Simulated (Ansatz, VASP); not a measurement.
## Os: VASP beside Ansatz

```
Os
1.0
     0.00000    1.69911    2.54867
     1.69911    0.00000    2.54867
     1.69911    1.69911    0.00000
Os
1
Direct
  0.00000 0.00000 0.00000
```

Alike in both runs: task single point; functional PBEsol; k mesh 24 × 24 × 24; occupations gaussian, width 0.15 eV; no spin polarisation.

|  | VASP | Ansatz |
| --- | --- | --- |
| version | VASP 6.6.1 | Ansatz 0.2.0 |
| potentials or method | VASP PAW PBE potentials, release 64 (Os), cutoff 520 eV | scalar-relativistic, plane waves, PAW |
| valence electrons in the cell | 8 | 16 |

Ansatz gave:

```
gap on the k mesh at the Fermi level (eV)                     : none
pressure (GPa)                                                : 23.3
traceless stress, the component that is largest in VASP (GPa) : -69.04
```

Task: Estimate VASP's values.

Result: gap on the k mesh at the Fermi level (eV): none; pressure (GPa): 23.9; traceless stress, the component that is largest in VASP (GPa): -68.60.

VASP's potentials were made for PBE, not for PBEsol. A gap of «none» marks a metal or a gap that the smearing closes. With one functional, cell and mesh, what is left measures potentials, basis and numerics. VASP's potentials hold 8 valence electrons a cell and Ansatz's 16, so a difference there can come from the potentials and not from the codes.

Spin-orbit coupling is off throughout.
